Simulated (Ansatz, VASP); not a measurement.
## One calculation of Ni, two programs

```
CELL_PARAMETERS angstrom
2.50853 0.00000 0.00000
0.00000 2.50853 0.00000
0.00000 0.00000 3.54393
ATOMIC_POSITIONS crystal
Ni 0.00000 0.00000 0.00000
Ni 0.50000 0.50000 0.50000
```

Alike in both runs: functional RPBE; k mesh 13 × 13 × 9; occupations fermi-dirac, width 0.05 eV; collinear spin.

Ansatz relaxed the structure, and its values are those at the end. VASP's run is a single point on that final structure, the one shown.

|  | VASP | Ansatz |
| --- | --- | --- |
| version | VASP 6.6.1 | Ansatz 0.2.0 |
| potentials or method | VASP PAW PBE potentials, release 64 (Ni), cutoff 520 eV | plane waves (420 eV) with PAW, scalar-relativistic |
| valence electrons in the cell | 20 | 36 |

|  | VASP | Ansatz | Ansatz less VASP |
| --- | --- | --- | --- |
| pressure (GPa) | 0.2 | 0.0 | -0.23 |
| net moment per atom (μB) | 0.00 | 0.00 | 0.000 |
| size of the moment on the site where the two differ most (μB) | 0.14 | 0.15 | +0.007 |

VASP's potentials were made for PBE, not for RPBE. Site moments also hang on the region over which each program counts them. VASP's potentials hold 20 valence electrons a cell and Ansatz's 36, so a difference there can come from the potentials and not from the codes.
